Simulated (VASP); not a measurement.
# Te (P3_121) in VASP: notebook, part 2 of 2

VASP 6.6.1. The steps go on from the part before.

## 3. Single point, r2SCAN (36.37 Å³/atom)

This run uses another cell than the first one, of 36.37 Å³/atom.

POSCAR reads:

```
Te
1.0
    4.6227286823      0.0000000000      0.0000000000
   -2.3113643411      4.0034004737      0.0000000000
    0.0000000000      0.0000000000      5.8952693875
Te
3
Direct
    0.2538870527      0.0000000000      0.8333333333
    0.0000000000      0.2538870527      0.1666666667
    0.7461129473      0.7461129473      0.5000000000
```

INCAR.step1 reads:

```
PREC = Accurate
ENCUT = 520
ISMEAR = 0
SIGMA = 0.05
LREAL = F
LASPH = T
NELM = 60
NBANDS = 16
GGA = PE
ALGO = Normal
EDIFF = 1E-4
LWAVE = T
LCHARG = F
```

INCAR.step2 reads:

```
PREC = Accurate
ENCUT = 520
EDIFF = 1E-6
ISMEAR = 0
SIGMA = 0.05
LREAL = F
LASPH = T
NELM = 60
ALGO = Normal
ISIF = 2
LWAVE = F
LCHARG = F
METAGGA = R2SCAN
LMIXTAU = T
NBANDS = 16
ISTART = 1
```

KPOINTS reads:

```
Automatic mesh
0
Gamma
  12 12 8
```

Potentials or basis: VASP PAW PBE potentials, release 64 (Te).

The run is started by

```
> cat potpaw_PBE.64/Te/POTCAR > POTCAR
> cp INCAR.step1 INCAR
> mpirun -np 1 vasp_std > vasp.out
> cp INCAR.step2 INCAR
> mpirun -np 1 vasp_std > vasp.out
```

OUTCAR:

```text
PREC = Accurate
   ENCUT = 520
   EDIFF = 1E-6
   ISMEAR = 0
   LREAL = F
   LASPH = T
   NELM = 60
   ISIF = 2
   METAGGA = R2SCAN
   ISTART = 1

 ion  position               nearest neighbor table
   1  0.254  0.000  0.833-   3 2.83   2 2.83   3 3.62   3 3.62   2 3.62   2 3.62
   2  0.000  0.254  0.167-   3 2.83   1 2.83   3 3.62   3 3.62   1 3.62   1 3.62
   3  0.746  0.746  0.500-   2 2.83   1 2.83   2 3.62   1 3.62   1 3.62   2 3.62

  LATTYP: Found a hexagonal cell.
 ALAT       =     4.6227286823
 C/A-ratio  =     1.2752791247

  Lattice vectors:

 A1 = (   4.6227286823,   0.0000000000,   0.0000000000)
 A2 = (  -2.3113643411,   4.0034004737,   0.0000000000)
 A3 = (   0.0000000000,   0.0000000000,   5.8952693875)

Analysis of symmetry for initial positions (statically):
=====================================================================
 Subroutine PRICEL returns:
 Original cell was already a primitive cell.

 Routine SETGRP: Setting up the symmetry group for a
 hexagonal supercell.

 Subroutine GETGRP returns: Found  6 space group operations
 (whereof  2 operations were pure point group operations)
 out of a pool of 24 trial point group operations.

The static configuration has the point symmetry C_2 .
 The point group associated with its full space group is D_3 .

Analysis of symmetry for dynamics (positions and initial velocities):
=====================================================================
 Subroutine PRICEL returns:
 Original cell was already a primitive cell.

 Routine SETGRP: Setting up the symmetry group for a
 hexagonal supercell.

 Subroutine GETGRP returns: Found  6 space group operations
 (whereof  2 operations were pure point group operations)
 out of a pool of 24 trial point group operations.

The dynamic configuration has the point symmetry C_2 .
[... 114 lines left out ...]
   NUPDOWN=      -1.0000    fix difference up-down
   EMIN   =  10.00;   EMAX   =-10.00  energy-range for DOS
   EFERMI =   0.00;   METHOD = LEGACY
   ISMEAR =     0;   SIGMA  =   0.05  broadening in eV -4-tet -1-fermi 0-gaus
   EFERMI_NEDOS =   21; number of points for ismear=-14 and -15
   IALGO  =     38    algorithm
   IMIX   =      4    mixing-type and parameters
     AMIX     =   0.40;   BMIX     =  1.00
     AMIX_MAG =   1.60;   BMIX_MAG =  1.00
  volume/ion in A,a.u.               =      36.37       245.42
  Fermi-wavevector in a.u.,A,eV,Ry     =   0.897888  1.696762 10.969046  0.806202
  Thomas-Fermi vector in A             =   2.020528
   LORBIT       =      0    0 simple, 1 ext, 2 COOP (PROOUT), +10 PAW based schemes
   METAGGA = R2SCAN    functional components
   LHFCALC =     F    Hartree Fock is set to
   AEXX    =    0.0000 exact exchange contribution
   IVDW    =     0    specifies the selected vdW correction
   LEPSILON=     F    determine dielectric tensor
   LRPA    =     F    only Hartree local field effects (RPA)
 non-spin polarized calculation
 Gauss-broadening in eV      SIGMA  =   0.05
  energy-cutoff  :      520.00
  volume of cell :      109.10
 maximum number of plane-waves:      2974
 NGX is ok and might be reduce to    36
   NGX = 17   NGY = 17   NGZ = 21

 number of electron      17.9999999 magnetization

 Free energy of the ion-electron system (eV)
  ---------------------------------------------------
  ext. energy  EPLUGINS =         0.00000000
  ---------------------------------------------------
  free energy    TOTEN  =       -76.24650129 eV

  energy without entropy =      -76.24650129  energy(sigma->0) =      -76.24650129

 E-fermi :   5.1069     XC(G=0):  -9.1383

 val. band max:        4.9039465628   @ k =   0.4167   0.1667   0.5000
 cond. band min:       5.4614861736   @ k =   0.3333   0.3333   0.5000
 fundamental gap:      0.5575396108
 Fermi energy:         5.1068627630

 k-point     1 :       0.0000    0.0000    0.0000
  band No.  band energies     occupation
      1      -8.9358      2.00000
      2      -5.5141      2.00000
      3      -5.5141      2.00000
      4       1.7200      2.00000
      5       1.9463      2.00000
      6       1.9463      2.00000
[... 433 lines left out ...]
      3      -4.8700      2.00000
      4       0.9207      2.00000
      5       1.1542      2.00000
      6       1.8598      2.00000
[... 8 lines left out ...]
     15      11.6670      0.00000
     16      12.0473      0.00000

 [... further k-points ...]
[... 5 lines left out ...]
  --------------------------------------------------------------------------------------
  -------------------------------------------------------------------------------------
  Total        0.0186802      0.0186802      0.0939410      0.0000000      0.0000000      0.0000000
  in kB        0.2743225      0.2743225      1.3795408      0.0000000      0.0000000      0.0000000
  external PRESSURE =       0.6427286 kB  Pullay stress =       0.0000000 kB

 VOLUME and BASIS-vectors are now :
 -----------------------------------------------------------------------------
  energy-cutoff  :      520.00
  volume of cell :      109.10
      direct lattice vectors                 reciprocal lattice vectors
     4.622728682  0.000000000  0.000000000     0.216322451  0.124893825  0.000000000
    -2.311364341  4.003400474  0.000000000     0.000000000  0.249787651  0.000000000
     0.000000000  0.000000000  5.895269387     0.000000000  0.000000000  0.169627533

 POSITION                                       TOTAL-FORCE (eV/Angst)
 -----------------------------------------------------------------------------------
      1.17365      0.00000      4.91272         0.024031      0.000000      0.000000
     -0.58683      1.01641      0.98254        -0.012016      0.020812      0.000000
      1.72454      2.98699      2.94763        -0.012016     -0.020812      0.000000
 -----------------------------------------------------------------------------------
    total drift:                               -0.000000     -0.000000      0.000000

  FREE ENERGIE OF THE ION-ELECTRON SYSTEM (eV)
  ---------------------------------------------------
  free  energy   TOTEN  =       -76.2465012907 eV

  energy  without entropy=      -76.2465012907  energy(sigma->0) =      -76.24650129
```

Wall time 35 min (1 thread of Intel Xeon 8259CL, shared host); peak memory 0.37 GiB.

What came out:

* Free energy: -76.2465 eV
* Pressure: 0.1 GPa
* Largest force: 0.024 eV/Å
* Band gap on the k mesh: 0.56 eV (least direct gap 0.57 eV)

Forces on the atoms (eV/Å):
```
Te   0.024  0.000  0.000
Te  -0.012  0.021  0.000
Te  -0.012 -0.021  0.000
```

Levels at points of the mesh, in eV from the valence-band top:
| k point | band 6 | band 7 | band 8 | band 9 | band 10 | band 11 | band 12 | band 13 |
| --- | --- | --- | --- | --- | --- | --- | --- | --- |
| (0.00, 0.00, 0.00) | -2.96 | -1.65 | -1.65 | -0.63 | 1.27 | 1.27 | 1.79 | 5.47 |
| (0.50, 0.00, 0.00) | -3.37 | -3.10 | -1.21 | -0.88 | 1.32 | 1.48 | 3.78 | 3.89 |
| (0.00, 0.00, 0.50) | -2.75 | -1.33 | -1.18 | -1.18 | 0.81 | 0.91 | 0.91 | 4.79 |
| (0.50, 0.00, 0.50) | -3.64 | -2.15 | -1.78 | -0.07 | 1.20 | 2.19 | 2.67 | 5.16 |

Caveat: the PAW data sets were made with another functional, which shifts forces and pressure a little; spin-orbit coupling is left out, which moves the levels of the heavy elements.

## 4. Single point, r2SCAN (37.01 Å³/atom)

This run uses another cell than the first one, of 37.01 Å³/atom.

POSCAR reads:

```
Te
1.0
    4.6600972366      0.0000000000      0.0000000000
   -2.3300486183      4.0357625910      0.0000000000
    0.0000000000      0.0000000000      5.9037200682
Te
3
Direct
    0.2506631472      0.0000000000      0.8333333333
    0.0000000000      0.2506631472      0.1666666667
    0.7493368528      0.7493368528      0.5000000000
```

INCAR.step1 reads:

```
PREC = Accurate
ENCUT = 520
ISMEAR = 0
SIGMA = 0.05
LREAL = False
LASPH = True
NELM = 100
NBANDS = 16
GGA = PE
ALGO = Normal
EDIFF = 1E-4
LWAVE = True
LCHARG = False
```

INCAR.step2 reads:

```
PREC = Accurate
ENCUT = 520
EDIFF = 1E-6
ISMEAR = 0
SIGMA = 0.05
LREAL = False
LASPH = True
NELM = 100
ALGO = Normal
ISIF = 2
LWAVE = False
LCHARG = False
METAGGA = R2SCAN
LMIXTAU = True
NBANDS = 16
ISTART = 1
```

KPOINTS is that of step 3.

The run is started by

```
> cat potpaw_PBE.64/Te/POTCAR > POTCAR
> cp INCAR.step1 INCAR
> mpirun -np 1 vasp_std > vasp.out
> cp INCAR.step2 INCAR
> mpirun -np 1 vasp_std > vasp.out
```

It took 36 min on 1 thread of Intel Xeon 8259CL, shared host; peak memory 0.38 GiB.

It converged, with:

```yaml
Free_energy: -76.2446 eV
Pressure: -0.2 GPa
Largest_force: 0.032 eV/Å
Band_gap_on_the_k_mesh: 0.58 eV (least direct gap 0.61 eV)
```

Forces in eV/Å, atoms in the order of the input:
```
Te   0.032  0.000  0.000
Te  -0.016  0.027  0.000
Te  -0.016 -0.027  0.000
```

Levels at points of the mesh, in eV from the valence-band top:
| k point | band 6 | band 7 | band 8 | band 9 | band 10 | band 11 | band 12 | band 13 |
| --- | --- | --- | --- | --- | --- | --- | --- | --- |
| (0.00, 0.00, 0.00) | -2.98 | -1.62 | -1.62 | -0.57 | 1.30 | 1.30 | 1.81 | 5.49 |
| (0.50, 0.00, 0.00) | -3.28 | -3.00 | -1.24 | -0.88 | 1.37 | 1.56 | 3.85 | 3.89 |
| (0.00, 0.00, 0.50) | -2.73 | -1.29 | -1.18 | -1.18 | 0.86 | 0.97 | 0.97 | 4.86 |
| (0.50, 0.00, 0.50) | -3.60 | -2.06 | -1.69 | -0.06 | 1.23 | 2.21 | 2.64 | 5.20 |

Caveat: the PAW data sets were made with another functional, which shifts forces and pressure a little; spin-orbit coupling is left out, which moves the levels of the heavy elements. A k mesh can miss the band edges.

## 5. Single point, r2SCAN (37.29 Å³/atom)

This run uses another cell than the first one, of 37.29 Å³/atom.

POSCAR reads:

```
Te
1.0
    4.6723553991      0.0000000000      0.0000000000
   -2.3361776995      4.0463784712      0.0000000000
    0.0000000000      0.0000000000      5.9170342448
Te
3
Direct
    0.2493154311      0.0000000000      0.8333333333
    0.0000000000      0.2493154311      0.1666666667
    0.7506845689      0.7506845689      0.5000000000
```

INCAR.step1 reads:

```
SYSTEM = Te
  ALGO = Normal
  EDIFF = 1E-4
  ENCUT = 520
  GGA = PE
  ISMEAR = 0
  LASPH = .True.
  LCHARG = .False.
  LREAL = .False.
  LWAVE = .True.
  NBANDS = 16
  NELM = 100
  PREC = Accurate
  SIGMA = 0.05
```

INCAR.step2 reads:

```
SYSTEM = Te
  ALGO = Normal
  EDIFF = 1E-7
  ENCUT = 520
  ISIF = 2
  ISMEAR = 0
  ISTART = 1
  LASPH = .True.
  LCHARG = .False.
  LMIXTAU = .True.
  LREAL = .False.
  LWAVE = .False.
  METAGGA = R2SCAN
  NBANDS = 16
  NELM = 100
  PREC = Accurate
  SIGMA = 0.05
```

KPOINTS reads:

```
k-points
0
Gamma
  12 12 8
  0 0 0
```

The run is started by

```
> cat potpaw_PBE.64/Te/POTCAR > POTCAR
> cp INCAR.step1 INCAR
> mpirun -np 1 vasp_std > vasp.out
> cp INCAR.step2 INCAR
> mpirun -np 1 vasp_std > vasp.out
```

Wall time 42 min (1 thread of Intel Xeon 8259CL, shared host); peak memory 0.38 GiB.

It converged, with:

- Free energy: -76.2430 eV
- Pressure: -0.3 GPa
- Largest force: 0.032 eV/Å
- Band gap on the k mesh: 0.58 eV (least direct gap 0.61 eV)

Forces in eV/Å, atoms in the order of the input:
```
Te   0.032  0.000  0.000
Te  -0.016  0.028  0.000
Te  -0.016 -0.028  0.000
```

Stress tensor (GPa, compression positive):
```
-0.24  0.00  0.00
 0.00 -0.24  0.00
 0.00  0.00 -0.37
```

Levels at points of the mesh, in eV from the valence-band top:
```csv
k point,band 7,band 8,band 9,band 10,band 11,band 12
"(0.00, 0.00, 0.00)",-1.60,-1.60,-0.54,1.32,1.32,1.84
"(0.50, 0.00, 0.00)",-2.96,-1.24,-0.88,1.39,1.59,3.83
"(0.00, 0.00, 0.50)",-1.28,-1.17,-1.17,0.88,1.00,1.00
"(0.50, 0.00, 0.50)",-2.01,-1.66,-0.06,1.23,2.21,2.64
```

Caveat: the PAW data sets were made with another functional, which shifts forces and pressure a little; spin-orbit coupling is left out, which moves the levels of the heavy elements. A k mesh can miss the band edges.

## 6. Overview

| level | cell | k mesh | gap on the mesh (eV) | pressure (GPa) | largest force (eV/Å) |
| --- | --- | --- | --- | --- | --- |
| PBE | a = 4.530, b = 4.530, c = 5.956 Å, angles 90.0, 90.0, 120.0°, 3 atoms, atomic positions A | 6 × 6 × 4 | 0.23 | 0.0 | 0.02 |
| r2SCAN | a = 4.623, b = 4.623, c = 5.895 Å, angles 90.0, 90.0, 120.0°, 3 atoms, atomic positions B | 12 × 12 × 8 | 0.56 | 0.1 | 0.02 |
| r2SCAN | a = 4.660, b = 4.660, c = 5.904 Å, angles 90.0, 90.0, 120.0°, 3 atoms, atomic positions C | 12 × 12 × 8 | 0.58 | -0.2 | 0.03 |
| r2SCAN | a = 4.672, b = 4.672, c = 5.917 Å, angles 90.0, 90.0, 120.0°, 3 atoms, atomic positions D | 12 × 12 × 8 | 0.58 | -0.3 | 0.03 |

Alike in all rows: task single point; potentials or basis VASP PAW PBE potentials, release 64 (Te); no spin polarisation; cutoff (eV) 520; smearing gaussian 0.05 eV.

Caveats: spin-orbit coupling is left out, which moves the levels of the heavy elements; the PAW data sets were made with another functional, which shifts forces and pressure a little (at least some runs).

Absolute energies hang on the potentials; compare differences alone.
